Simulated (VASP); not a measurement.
A run of VASP 6.6.1 is set up as follows.

File INCAR:

```
  ALGO = Normal
  EDIFF = 1E-6
  EDIFFG = -0.01
  ENCUT = 600
  GGA = PE
  IBRION = 2
  ISIF = 3
  ISMEAR = 0
  LASPH = T
  LCHARG = F
  LREAL = F
  LWAVE = F
  NELM = 80
  NSW = 100
  PREC = Accurate
  SIGMA = 0.1
```

File KPOINTS:

```
k-points
0
Gamma
  24 24 24
```

Contents of POSCAR:

```
Pd
1.0
   -1.5673489367      1.5673489367      1.5673489367
    1.5673489367     -1.5673489367      1.5673489367
    1.5673489367      1.5673489367     -1.5673489367
Pd
1
Direct
    0.0000000000      0.0000000000      0.0000000000
```

Potentials or basis: VASP PAW PBE potentials, release 64 (Pd).

Command:

```sh
$ cat potpaw_PBE.64/Pd/POTCAR > POTCAR
$ mpirun -np 1 vasp_std > vasp.out
```

Predict the space group after relaxing (to 0.1 Å).

Im-3m (No. 229).

Predict the band gap on the k mesh.

zero (bands 5 and 6 overlap by 1.57 eV).

Final structure:
```
Pd
1.0
    -1.56780    1.56780    1.56780
     1.56780   -1.56780    1.56780
     1.56780    1.56780   -1.56780
Pd
1
Direct
  0.00000 0.00000 0.00000
```
